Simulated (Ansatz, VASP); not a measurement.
# Two plane-wave programs on TiN

```
CELL_PARAMETERS angstrom
0.00000 2.10225 2.10225
2.10225 0.00000 2.10225
2.10225 2.10225 0.00000
ATOMIC_POSITIONS crystal
Ti 0.00000 0.00000 0.00000
N 0.50000 0.50000 0.50000
```

Alike in both runs: functional PBEsol; k mesh 8 × 8 × 8; occupations gaussian, width 0.1 eV; no spin polarisation.

Ansatz relaxed the structure, and its values are those at the end. VASP's run is a single point on that final structure, the one shown.

```csv
,VASP,Ansatz
version,VASP 6.6.1,Ansatz 0.2.0
potentials or method,"VASP PAW PBE potentials, release 64 (Ti_sv, N), cutoff 600 eV","scalar-relativistic, plane waves, PAW"
valence electrons in the cell,17,17
```

```tsv
	VASP	Ansatz	Ansatz less VASP
gap on the k mesh at the Fermi level (eV)	none	none	-
pressure (GPa)	0.4	0.1	-0.34
```

VASP's potentials were made for PBE, not for PBEsol. A gap of «none» marks a metal or a gap that the smearing closes. The functional is the same, so the differences come from potentials, cutoffs and numerics.
